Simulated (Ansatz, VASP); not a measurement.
## Two plane-wave programs on TaAl2N3

File INCAR:

```
SYSTEM = TaAl2N3
PREC = Accurate
ENCUT = 520
EDIFF = 1E-6
ISMEAR = 0
SIGMA = 0.1
LREAL = .False.
LASPH = .True.
NELM = 150
ALGO = Normal
ISIF = 2
LWAVE = .False.
LCHARG = .False.
ISPIN = 2
MAGMOM = 1 0 0 0 0 0
LORBIT = 11
LMAXMIX = 4
GGA = PE
NBANDS = 29
```

File KPOINTS:

```
regular mesh
0
Gamma
  6 6 6
  0 0 0
```

File POSCAR:

```
TaAl2N3
1.0
    5.4573237100      0.0000000000      0.0000000000
   -2.7286618500      4.7261809700      0.0000000000
    0.0000000000      0.0000000000      3.0571946600
Ta Al N
1 2 3
Direct
    0.0000000000      0.0000000000      0.0000000000
    0.3333333300      0.6666666700      0.5000000000
    0.6666666700      0.3333333300      0.5000000000
    0.5000000000      0.0000000000      0.0000000000
    0.5000000000      0.5000000000      0.0000000000
    0.0000000000      0.5000000000      0.0000000000
```

Input for Ansatz:

```yaml
crystal:
  lattice:
    - [5.45732371, 0.0, 0.0]
    - [-2.72866185, 4.72618097, 0.0]
    - [0.0, 0.0, 3.05719466]
  atoms:
    - { symbol: Ta, position: [0.0, 0.0, 0.0], spin: 1.0 }
    - { symbol: Al, position: [0.33333333, 0.66666667, 0.5] }
    - { symbol: Al, position: [0.66666667, 0.33333333, 0.5] }
    - { symbol: "N", position: [0.5, 0.0, 0.0] }
    - { symbol: "N", position: [0.5, 0.5, 0.0] }
    - { symbol: "N", position: [0.0, 0.5, 0.0] }
basis:
  ecutwfc: 420
kpoints:
  mp_grid: { grid: [6, 6, 6] }
hamiltonian:
  xc: pbe
scf:
  occupations: { method: gaussian, width: 0.1 }
  lower_state_search: "off"
output:
  forces: true
  stress: true
  eigenvalues: true
  populations: true
magnetization:
  spin_polarized: true
```

Alike in both runs: task single point; functional PBE; k mesh 6 × 6 × 6; occupations gaussian, width 0.1 eV; collinear spin.

|  | VASP | Ansatz |
| --- | --- | --- |
| version | VASP 6.6.1 | Ansatz 0.2.0 |
| potentials or method | VASP PAW PBE potentials, release 64 (Ta_pv, Al, N), cutoff 520 eV | scalar-relativistic, plane waves, PAW |
| valence electrons in the cell | 32 | 34 |

|  | VASP | Ansatz | Ansatz less VASP |
| --- | --- | --- | --- |
| gap on the k mesh at the Fermi level (eV) | none | none | - |
| net moment per atom (μB) | 0.00 | 0.00 | 0.000 |

A gap of «none» marks a metal or a gap that the smearing closes. VASP's potentials hold 32 valence electrons a cell and Ansatz's 34, so a difference there can come from the potentials and not from the codes. Ansatz's warnings: seeded moment not kept.

Spin-orbit coupling is off throughout.
